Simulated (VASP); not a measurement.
Write the native input for VASP 6.6.1 that does the following.

* Task: single point
* Functional: LDA
* Potentials or basis: VASP PAW LDA potentials, release 64 (K_sv, Cl)
* Cutoff: 520 eV
* k mesh: 7 × 7 × 7
* Occupations: fermi-dirac, width 0.03 eV
* Spin: no spin polarisation
* Dipole correction: no
* Further INCAR settings: ALGO = Normal; EDIFF = 1e-06; NBANDS = 15

The structure of KCl lies in POSCAR:

```
KCl
1.0
    0.0000000000      3.1561000000      3.1245390000
    3.1561000000      0.0000000000      3.1245390000
    3.1561000000      3.1561000000      0.0000000000
K Cl
1 1
Direct
    0.0000000000      0.0000000000      0.0000000000
    0.5000000000      0.5000000000      0.5000000000
```

This cell differs from its parent crystal: zz strain of -1 %.

These files were run (other wordings do the same):

INCAR

```
SYSTEM = KCl
PREC = Accurate ; ENCUT = 520
EDIFF = 1E-6 ; ISMEAR = -1
SIGMA = 0.03 ; LREAL = .False.
LASPH = .True. ; NELM = 100
ALGO = Normal ; ISIF = 2
LWAVE = .False. ; LCHARG = .False.
NBANDS = 15
```

KPOINTS

```
regular mesh
0
Gamma
  7 7 7
  0 0 0
```

Potentials or basis: VASP PAW LDA potentials, release 64 (K_sv, Cl).

Command:

```console
$ cat potpaw_LDA.64/K_sv/POTCAR potpaw_LDA.64/Cl/POTCAR > POTCAR
$ mpirun -np 1 vasp_std > vasp.out
```

Results of the run:

* Pressure: -1.9 GPa
* Band gap on the k mesh: 4.75 eV

Caveat: the cell differs from its parent crystal (zz strain of -1 %).

Run time: 31 s on 1 thread of Intel(R) Xeon(R) Platinum 8259CL CPU @ 2.50GHz (Skylake/Cascade Lake) (shared host), peak memory 0.19 GiB.
